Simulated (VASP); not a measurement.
Crystal: Y.

```
Y
1.0
     3.65150    0.00000    0.00000
    -1.82575    3.16229    0.00000
     0.00000    0.00000    5.74740
Y
2
Cartesian
  0.0000 2.1082 1.4368
  1.8257 1.0541 4.3106
```

Base run:

- Program: VASP 6.6.1
- Functional: PBEsol
- Potentials or basis: VASP PAW PBE potentials, release 64 (Y_sv)
- Cutoff: 520 eV
- k mesh: 12 × 12 × 7
- Occupations: fermi-dirac, width 0.08 eV
- Spin: no spin polarisation

Its results: band gap on the k mesh zero (band 11 reaches 3.69 eV, above the bottom of band 12 at 2.40 eV); pressure -2.3 GPa.

**Question.** After a change of settings the same cell gave: band gap on the k mesh zero (band 11 reaches 3.79 eV, above the bottom of band 12 at 2.51 eV); pressure -0.4 GPa. Which change was it?
A. functional from PBEsol to r2SCAN; further incar settings from ALGO = Normal; EDIFF = 1e-06; NBANDS = 18 to ALGO = Normal; EDIFF = 1e-08; NBANDS = 18
B. further incar settings from ALGO = Normal; EDIFF = 1e-06; NBANDS = 18 to ALGO = Normal; EDIFF = 1e-08; NBANDS = 18
C. functional from PBEsol to PBE

**Answer.** C.

PBE binds less tightly than PBEsol, so the same cell stands under more pressure.

Caveats: the PAW data sets were made with another functional, which shifts forces and pressure a little (some runs).
